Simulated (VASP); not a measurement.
# GaSb (I-4m2) in VASP: notebook

Runs on GaSb. Level: LDA. Tasks: single point.

All numbers are computed with VASP 6.6.1; they aren't measurements. Logs are shortened: lines on timing, memory, paths and dates and some standing lists are left out, and cuts for length are marked.

**1. The cell of the first run**

The structure is tetragonal, space group I-4m2 (No. 119). Conventional cell: a = 5.632 Å, b = 5.632 Å, c = 3.077 Å, α = 90.00°, β = 90.00°, γ = 90.00°. Within 3.8 Å of Ga (site symmetry -4m2) lie 8 Sb at 2.92 to 3.64 Å and 2 Ga at 3.08 Å. Within 3.8 Å of Sb (site symmetry -4m2) lie 8 Ga at 2.92 to 3.64 Å and 2 Sb at 3.08 Å.

**2. Single point, LDA**

The input, INCAR:

```
ALGO = Normal
EDIFF = 1E-7
ENCUT = 520
GGA = CA
ISIF = 2
ISMEAR = 0
LASPH = True
LCHARG = False
LREAL = False
LWAVE = False
NBANDS = 16
NELM = 100
PREC = Accurate
SIGMA = 0.15
```

The input, KPOINTS:

```
k-points
0
Gamma
  16 16 16
```

The input, POSCAR:

```
GaSb
1.0
   -2.8158500000      2.8158500000      1.5386446001
    2.8158500000     -2.8158500000      1.5386446001
    2.8158500000      2.8158500000     -1.5386446001
Ga Sb
1 1
Direct
    0.2500000000      0.7500000000      0.5000000000
    0.0000000000      0.0000000000      0.0000000000
```

Potentials or basis: VASP PAW LDA potentials, release 64 (Ga_d, Sb).

Started as:

```console
$ cat potpaw_LDA.64/Ga_d/POTCAR potpaw_LDA.64/Sb/POTCAR > POTCAR
$ mpirun -np 1 vasp_std > vasp.out
```

OUTCAR:

```text
EDIFF = 1E-7
   ENCUT = 520
   GGA = CA
   ISIF = 2
   ISMEAR = 0
   LASPH = True
   LREAL = False
   NELM = 100
   PREC = Accurate

 ion  position               nearest neighbor table
   1  0.250  0.750  0.500-   2 2.92   2 2.92   2 2.92   2 2.92
   2  0.000  0.000  0.000-   1 2.92   1 2.92   1 2.92   1 2.92

  LATTYP: Found a body centered tetragonal cell.
 ALAT       =     5.6317000000
 C/A-ratio  =     0.5464227853

  Lattice vectors:

 A1 = (  -2.8158500000,   2.8158500000,   1.5386446001)
 A2 = (   2.8158500000,  -2.8158500000,   1.5386446001)
 A3 = (   2.8158500000,   2.8158500000,  -1.5386446001)

Analysis of symmetry for initial positions (statically):
=====================================================================
 Subroutine PRICEL returns:
 Original cell was already a primitive cell.

 Routine SETGRP: Setting up the symmetry group for a
 body centered tetragonal supercell.

 Subroutine GETGRP returns: Found  8 space group operations
 (whereof  8 operations were pure point group operations)
 out of a pool of 16 trial point group operations.

The static configuration has the point symmetry D_2d.

Analysis of symmetry for dynamics (positions and initial velocities):
=====================================================================
 Subroutine PRICEL returns:
 Original cell was already a primitive cell.

 Routine SETGRP: Setting up the symmetry group for a
 body centered tetragonal supercell.

 Subroutine GETGRP returns: Found  8 space group operations
 (whereof  8 operations were pure point group operations)
 out of a pool of 16 trial point group operations.

The dynamic configuration has the point symmetry D_2d.

 Subroutine INISYM returns: Found  8 space group operations
 (whereof  8 operations are pure point group operations),
 and found     1 'primitive' translations

----------------------------------------------------------------------------------------

                                     Primitive cell

  volume of cell :      48.7997

  direct lattice vectors                    reciprocal lattice vectors
    -2.815850000  2.815850000  1.538644600     0.000000000  0.177566277  0.324961333
     2.815850000 -2.815850000  1.538644600     0.177566277  0.000000000  0.324961333
     2.815850000  2.815850000 -1.538644600     0.177566277  0.177566277  0.000000000

  length of vectors
     4.269127505  4.269127505  4.269127505     0.370310208  0.370310208  0.251116637

  position of ions in fractional coordinates (direct lattice)
     0.250000000  0.750000000  0.500000000
     0.000000000  0.000000000  0.000000000

  ion indices of the primitive-cell ions
   primitive index   ion index
                 1           1
                 2           2

----------------------------------------------------------------------------------------

 KPOINTS: k-points

Automatic generation of k-mesh.
 Grid dimensions read from file:
 generate k-points for:   16   16   16

 Generating k-lattice:

  Cartesian coordinates                     Fractional coordinates (reciprocal lattice)
     0.000000000  0.011097892  0.020310083     0.062500000  0.000000000  0.000000000
     0.011097892  0.000000000  0.020310083     0.000000000  0.062500000  0.000000000
     0.011097892  0.011097892  0.000000000     0.000000000  0.000000000  0.062500000

  Length of vectors
     0.023144388  0.023144388  0.015694790

  Shift w.r.t. Gamma in fractional coordinates (k-lattice)
     0.000000000  0.000000000  0.000000000

 Subroutine IBZKPT returns following result:
 ===========================================

 Found    349 irreducible k-points:

 Following reciprocal coordinates:
            Coordinates               Weight
  0.000000  0.000000  0.000000      1.000000
  0.062500  0.000000 -0.000000      8.000000
  0.125000  0.000000 -0.000000      8.000000
  0.187500  0.000000 -0.000000      8.000000
  0.250000  0.000000 -0.000000      8.000000
  0.312500  0.000000 -0.000000      8.000000
[... 16 lines left out ...]
 -0.125000  0.062500  0.000000     16.000000
 -0.062500  0.062500  0.000000      4.000000
 [... further k-points ...]
   k-points           NKPTS =    349   k-points in BZ     NKDIM =    349   number of bands    NBANDS=     16
   number of dos      NEDOS =    301   number of ions     NIONS =      2
   total plane-waves  NPLWV =  32768
   dimension x,y,z NGX =    32 NGY =   32 NGZ =   32
   dimension x,y,z NGXF=    64 NGYF=   64 NGZF=   64
   ions per type =               1   1
   NGX,Y,Z   is equivalent  to a cutoff of  12.46, 12.46, 12.46 a.u.
   NGXF,Y,Z  is equivalent  to a cutoff of  24.92, 24.92, 24.92 a.u.
 SYSTEM =  unknown system
   PREC   = accura    normal or accurate (medium, high low for compatibility)
   ISTART =      0    job   : 0-new  1-cont  2-samecut
   ICHARG =      2    charge: 1-file 2-atom 10-const
   ISPIN  =      1    spin polarized calculation?
   LNONCOLLINEAR =      F non collinear calculations
   LSORBIT =      F    spin-orbit coupling
   LASPH  =      T    aspherical Exc in radial PAW
   ENCUT  =  520.0 eV  38.22 Ry    6.18 a.u.   7.94  7.94  7.94*2*pi/ulx,y,z
   NELM   =    100;   NELMIN=  2; NELMDL= -5     # of ELM steps
   EDIFF  = 0.1E-06   stopping-criterion for ELM
   LREAL  =      F    real-space projection
   EDIFFG = 0.1E-05   stopping-criterion for IOM
   NSW    =      0    number of steps for IOM
   IBRION =     -1    ionic relax: 0-MD 1-quasi-New 2-CG
   NFREE  =      0    steps in history (QN), initial steepest desc. (CG)
   ISIF   =      2    stress and relaxation
   ISYM   =      2    0-nonsym 1-usesym 2-fastsym
   POTIM  = 0.5000    time-step for ionic-motion
   TEBEG  =    0.0;   TEEND  =   0.0 temperature during run
   PSTRESS=    0.0 pullay stress
   NELECT =      18.0000    total number of electrons
   NUPDOWN=      -1.0000    fix difference up-down
   EMIN   =  10.00;   EMAX   =-10.00  energy-range for DOS
   EFERMI =   0.00;   METHOD = LEGACY
   ISMEAR =     0;   SIGMA  =   0.15  broadening in eV -4-tet -1-fermi 0-gaus
   EFERMI_NEDOS =   21; number of points for ismear=-14 and -15
   IALGO  =     38    algorithm
   IMIX   =      4    mixing-type and parameters
     AMIX     =   0.40;   BMIX     =  1.00
     AMIX_MAG =   1.60;   BMIX_MAG =  1.00
  volume/ion in A,a.u.               =      24.40       164.66
  Fermi-wavevector in a.u.,A,eV,Ry     =   1.174068  2.218667 18.754753  1.378435
  Thomas-Fermi vector in A             =   2.310471
   LORBIT       =      0    0 simple, 1 ext, 2 COOP (PROOUT), +10 PAW based schemes
   GGA     = CA    functional components
   LHFCALC =     F    Hartree Fock is set to
   AEXX    =    0.0000 exact exchange contribution
   IVDW    =     0    specifies the selected vdW correction
   LEPSILON=     F    determine dielectric tensor
   LRPA    =     F    only Hartree local field effects (RPA)
 non-spin polarized calculation
 Gauss-broadening in eV      SIGMA  =   0.15
  energy-cutoff  :      520.00
  volume of cell :       48.80
 maximum number of plane-waves:      1338
   NGX = 15   NGY = 15   NGZ = 15

 number of electron      17.9999998 magnetization

 Free energy of the ion-electron system (eV)
  ---------------------------------------------------
  ext. energy  EPLUGINS =         0.00000000
  ---------------------------------------------------
  free energy    TOTEN  =        -8.30441718 eV

  energy without entropy =       -8.29442681  energy(sigma->0) =       -8.29942199

 E-fermi :   6.2477     XC(G=0): -10.4059

 val. band max:        6.2473374311   @ k =  -0.1250   0.1250   0.1250
 cond. band min:       6.2500650417   @ k =  -0.1250   0.1875   0.0625
 fundamental gap:      0.0027276106
 Fermi energy:         6.2476850799

 k-point     1 :       0.0000    0.0000    0.0000
  band No.  band energies     occupation
      1      -8.7739      2.00000
      2      -8.6732      2.00000
      3      -8.6666      2.00000
      4      -8.6327      2.00000
      5      -8.6327      2.00000
      6      -5.6567      2.00000
[... 8 lines left out ...]
     15      16.2111      0.00000
     16      16.2937      0.00000

 k-point     2 :       0.0625    0.0000   -0.0000
  band No.  band energies     occupation
      1      -8.7674      2.00000
      2      -8.6735      2.00000
      3      -8.6657      2.00000
      4      -8.6354      2.00000
      5      -8.6354      2.00000
      6      -5.5788      2.00000
[... 8 lines left out ...]
     15      16.2193      0.00000
     16      16.6617      0.00000

 k-point     3 :       0.1250    0.0000   -0.0000
  band No.  band energies     occupation
      1      -8.7491      2.00000
      2      -8.6743      2.00000
      3      -8.6635      2.00000
      4      -8.6432      2.00000
      5      -8.6431      2.00000
      6      -5.3457      2.00000
[... 8 lines left out ...]
     15      15.4761      0.00000
     16      15.7962      0.00000

 k-point     4 :       0.1875    0.0000   -0.0000
  band No.  band energies     occupation
      1      -8.7219      2.00000
      2      -8.6756      2.00000
      3      -8.6614      2.00000
      4      -8.6547      2.00000
      5      -8.6532      2.00000
      6      -4.9591      2.00000
[... 8 lines left out ...]
     15      14.5998      0.00000
     16      15.3366      0.00000
[... 324 lines left out ...]
 k-point    22 :      -0.1875    0.0625    0.0000
  band No.  band energies     occupation
      1      -8.7483      2.00000
      2      -8.6761      2.00000
      3      -8.6625      2.00000
      4      -8.6433      2.00000
      5      -8.6424      2.00000
      6      -5.2517      2.00000
[... 8 lines left out ...]
     15      15.6082      0.00000
     16      15.8797      0.00000

 k-point    23 :      -0.1250    0.0625    0.0000
  band No.  band energies     occupation
      1      -8.7669      2.00000
      2      -8.6748      2.00000
      3      -8.6650      2.00000
      4      -8.6355      2.00000
      5      -8.6350      2.00000
      6      -5.5158      2.00000
[... 8 lines left out ...]
     15      16.3349      0.00000
     16      16.5944      0.00000

 k-point    24 :      -0.0625    0.0625    0.0000
  band No.  band energies     occupation
      1      -8.7736      2.00000
      2      -8.6739      2.00000
      3      -8.6661      2.00000
      4      -8.6328      2.00000
      5      -8.6325      2.00000
      6      -5.6251      2.00000
[... 8 lines left out ...]
     15      16.1764      0.00000
     16      16.4800      0.00000

 [... further k-points ...]

------------------------ aborting loop because EDIFF is reached ----------------------------------------

  FORCE on cell =-STRESS in cart. coord.  units (eV):
  Direction    XX          YY          ZZ          XY          YZ          ZX
  --------------------------------------------------------------------------------------
  -------------------------------------------------------------------------------------
  Total       -1.6441822     -1.6441822     -0.9686151      0.0000000     -0.0000000      0.0000000
  in kB      -53.9812808    -53.9812808    -31.8012713      0.0000000     -0.0000000      0.0000000
  external PRESSURE =     -46.5879443 kB  Pullay stress =       0.0000000 kB

 VOLUME and BASIS-vectors are now :
 -----------------------------------------------------------------------------
  energy-cutoff  :      520.00
  volume of cell :       48.80
      direct lattice vectors                 reciprocal lattice vectors
    -2.815850000  2.815850000  1.538644600     0.000000000  0.177566277  0.324961333
     2.815850000 -2.815850000  1.538644600     0.177566277  0.000000000  0.324961333
     2.815850000  2.815850000 -1.538644600     0.177566277  0.177566277  0.000000000

 POSITION                                       TOTAL-FORCE (eV/Angst)
 -----------------------------------------------------------------------------------
      2.81585      0.00000      0.76932        -0.000000     -0.000000      0.000000
      0.00000      0.00000      0.00000         0.000000      0.000000     -0.000000
 -----------------------------------------------------------------------------------
    total drift:                                0.000000     -0.000000     -0.000000

  FREE ENERGIE OF THE ION-ELECTRON SYSTEM (eV)
  ---------------------------------------------------
  free  energy   TOTEN  =        -8.3044171781 eV

  energy  without entropy=       -8.2944268061  energy(sigma->0) =       -8.29942199
```

It took 6 min on 1 thread of AMD EPYC 7R13, shared host; peak memory 0.36 GiB.

What came out:

| Property | Result |
| --- | --- |
| Free energy | -8.3044 eV |
| Pressure | -4.7 GPa |
| Band gap on the k mesh | zero (bands 9 and 10 overlap by 4.33 eV) |

Levels at points of the mesh, in eV from the Fermi level:
```
           k point  band 7  band 8  band 9  band 10  band 11  band 12
(0.00, 0.00, 0.00)   -3.59   -2.03   -2.03     3.32     5.65     6.61
(0.50, 0.00, 0.00)   -5.42   -2.59   -1.22    -1.22     2.53     3.08
(0.50, 0.50, 0.00)   -8.01   -0.27    1.58     1.63     1.92     5.17
(0.50, 0.50, 0.50)   -6.13   -4.90   -4.90     4.31     5.85     9.50
```

Caveat: the cell stands under tension; spin-orbit coupling is left out, which moves the levels of the heavy elements.

**3. Single point, LDA**

This run uses another cell than the first one, of 24.48 Å³/atom.

The input, INCAR:

```
SYSTEM = GaSb
PREC = Accurate
ENCUT = 520
EDIFF = 1E-6
ISMEAR = 0
SIGMA = 0.15
LREAL = .False.
LASPH = .True.
NELM = 80
ALGO = Normal
ISIF = 2
LWAVE = .False.
LCHARG = .True.
GGA = CA
LELF = .True.
LVHAR = .True.
NBANDS = 16
```

The input, KPOINTS:

```
regular mesh
0
Gamma
  16 16 16
  0 0 0
```

The input, POSCAR:

```
GaSb
1.0
   -2.8786500000      2.8786500000      1.4771000000
    2.8786500000     -2.8786500000      1.4771000000
    2.8786500000      2.8786500000     -1.4771000000
Ga Sb
1 1
Direct
    0.2500000000      0.7500000000      0.5000000000
    0.0000000000      0.0000000000      0.0000000000
```

Potentials or basis: VASP PAW LDA potentials, release 64 (Ga_d, Sb).

Started as:

```console
$ cat potpaw_LDA.64/Ga_d/POTCAR potpaw_LDA.64/Sb/POTCAR > POTCAR
$ mpirun -np 1 vasp_std > vasp.out
```

Run time: 5 min. Hardware: 1 thread of AMD EPYC 7R13, shared host; peak memory 0.36 GiB.

The run converged. Its results:

* Free energy: -8.2481 eV
* Pressure: -4.5 GPa
* Band gap on the k mesh: zero (bands 9 and 10 overlap by 3.83 eV)

Stress tensor (GPa, compression positive):
```
-6.53  0.00  0.00
 0.00 -6.53  0.00
 0.00  0.00 -0.29
```

Levels at points of the mesh, in eV from the Fermi level:
```csv
k point,band 6,band 7,band 8,band 9,band 10,band 11,band 12,band 13
"(0.00, 0.00, 0.00)",-11.94,-4.16,-2.26,-2.26,3.14,6.09,6.09,6.67
"(0.50, 0.00, 0.00)",-7.63,-5.28,-2.63,-1.27,-0.89,2.67,3.02,4.81
"(0.50, 0.50, 0.00)",-10.79,-8.03,-0.61,1.05,1.39,1.48,6.20,8.38
"(0.50, 0.50, 0.50)",-9.95,-6.32,-4.92,-4.92,5.51,7.07,8.69,8.69
```

Caveat: the stress differs along the axes, from -7 to -0 GPa; spin-orbit coupling is left out, which moves the levels of the heavy elements.

**4. Single point, LDA**

This run uses another cell than the first one, of 24.56 Å³/atom.

The input, INCAR:

```
PREC = Accurate ; ENCUT = 520
EDIFF = 1E-7 ; ISMEAR = 0
SIGMA = 0.15 ; LREAL = F
LASPH = T ; NELM = 60
ALGO = Normal ; ISIF = 2
LWAVE = F ; LCHARG = F
GGA = CA ; NBANDS = 16
```

The input, KPOINTS:

```
Automatic mesh
0
Gamma
  16 16 16
```

The input, POSCAR:

```
GaSb
1.0
   -2.8248500000      2.8248500000      1.5386446001
    2.8248500000     -2.8248500000      1.5386446001
    2.8248500000      2.8248500000     -1.5386446001
Ga Sb
1 1
Direct
    0.2500000000      0.7500000000      0.5000000000
    0.0000000000      0.0000000000      0.0000000000
```

Started as:

```console
$ cat potpaw_LDA.64/Ga_d/POTCAR potpaw_LDA.64/Sb/POTCAR > POTCAR
$ mpirun -np 1 vasp_std > vasp.out
```

Wall time 5.6 min (1 thread of AMD EPYC 7R13, shared host); peak memory 0.36 GiB.

The run converged. Its results:

* Free energy: -8.2936 eV
* Pressure: -4.9 GPa
* Band gap on the k mesh: zero (bands 9 and 10 overlap by 4.25 eV)

Stress tensor (GPa, compression positive):
```
-5.67  0.00  0.00
 0.00 -5.67  0.00
 0.00  0.00 -3.38
```

Levels at points of the mesh, in eV from the Fermi level:
| k point | band 5 | band 6 | band 7 | band 8 | band 9 | band 10 | band 11 | band 12 | band 13 | band 14 |
| --- | --- | --- | --- | --- | --- | --- | --- | --- | --- | --- |
| (0.00, 0.00, 0.00) | -14.87 | -11.86 | -3.63 | -2.03 | -2.03 | 3.32 | 5.65 | 6.56 | 6.56 | 8.09 |
| (0.50, 0.00, 0.00) | -14.84 | -8.00 | -5.39 | -2.59 | -1.21 | -1.19 | 2.55 | 3.06 | 4.86 | 7.63 |
| (0.50, 0.50, 0.00) | -14.87 | -10.57 | -7.98 | -0.28 | 1.54 | 1.62 | 1.89 | 5.18 | 7.29 | 9.04 |
| (0.50, 0.50, 0.50) | -14.87 | -9.61 | -6.12 | -4.87 | -4.87 | 4.35 | 5.90 | 9.41 | 9.41 | 12.19 |

Caveat: the cell stands under tension; spin-orbit coupling is left out, which moves the levels of the heavy elements.

**5. Single point, LDA**

This run uses another cell than the first one, of 24.58 Å³/atom.

The input, INCAR:

```
PREC = Accurate ; ENCUT = 520
EDIFF = 1E-7 ; ISMEAR = 0
SIGMA = 0.15 ; LREAL = False
LASPH = True ; NELM = 100
ALGO = Normal ; ISIF = 2
LWAVE = False ; LCHARG = False
GGA = CA ; NBANDS = 16
```

The input, KPOINTS:

```
regular mesh
0
Gamma
  16 16 16
```

The input, POSCAR:

```
GaSb
1.0
   -2.7800000000      2.7800000000      1.5899500000
    2.7800000000     -2.7800000000      1.5899500000
    2.7800000000      2.7800000000     -1.5899500000
Ga Sb
1 1
Direct
    0.2500000000      0.7500000000      0.5000000000
    0.0000000000      0.0000000000      0.0000000000
```

Started as:

```console
$ cat potpaw_LDA.64/Ga_d/POTCAR potpaw_LDA.64/Sb/POTCAR > POTCAR
$ mpirun -np 1 vasp_std > vasp.out
```

Run time: 5.4 min. Hardware: 1 thread of AMD EPYC 7R13, shared host; peak memory 0.36 GiB.

The run converged. Its results:

```
Free energy            : -8.3064 eV
Pressure               : -5.0 GPa
Band gap on the k mesh : zero (bands 9 and 10 overlap by 4.60 eV)
```

Stress tensor (GPa, compression positive):
```
-5.12  0.00  0.00
 0.00 -5.12  0.00
 0.00  0.00 -4.63
```

Levels at points of the mesh, in eV from the Fermi level:
| k point | band 7 | band 8 | band 9 | band 10 | band 11 | band 12 |
| --- | --- | --- | --- | --- | --- | --- |
| (0.00, 0.00, 0.00) | -3.16 | -1.82 | -1.82 | 3.51 | 4.96 | 6.89 |
| (0.50, 0.00, 0.00) | -5.48 | -2.48 | -1.38 | -1.12 | 2.50 | 3.17 |
| (0.50, 0.50, 0.00) | -7.91 | -0.02 | 1.78 | 1.97 | 2.26 | 4.55 |
| (0.50, 0.50, 0.50) | -5.93 | -4.80 | -4.80 | 3.52 | 5.05 | 9.94 |

Caveat: the cell stands under tension; spin-orbit coupling is left out, which moves the levels of the heavy elements.

**6. Overview**

| cell | gap on the mesh (eV) | pressure (GPa) |
| --- | --- | --- |
| a = 4.269 Å, angles 97.5, 97.5, 137.7°, 2 atoms | none | -4.7 |
| a = 4.331 Å, angles 96.7, 96.7, 140.1°, 2 atoms | none | -4.5 |
| a = 4.281 Å, angles 97.4, 97.4, 137.9°, 2 atoms | none | -4.9 |
| a = 4.241 Å, angles 98.1, 98.1, 136.0°, 2 atoms | none | -5.0 |

Alike in all rows: task single point; level LDA; potentials or basis VASP PAW LDA potentials, release 64 (Ga_d, Sb); no spin polarisation; k mesh 16 × 16 × 16; cutoff (eV) 520; smearing gaussian 0.15 eV.

Caveats: spin-orbit coupling is left out, which moves the levels of the heavy elements; the cell stands under tension (at least some runs); the stress differs along the axes, from -7 to -0 GPa (at least some runs).

Total energies depend on the potentials used, so only differences within one code and one set of settings carry meaning.
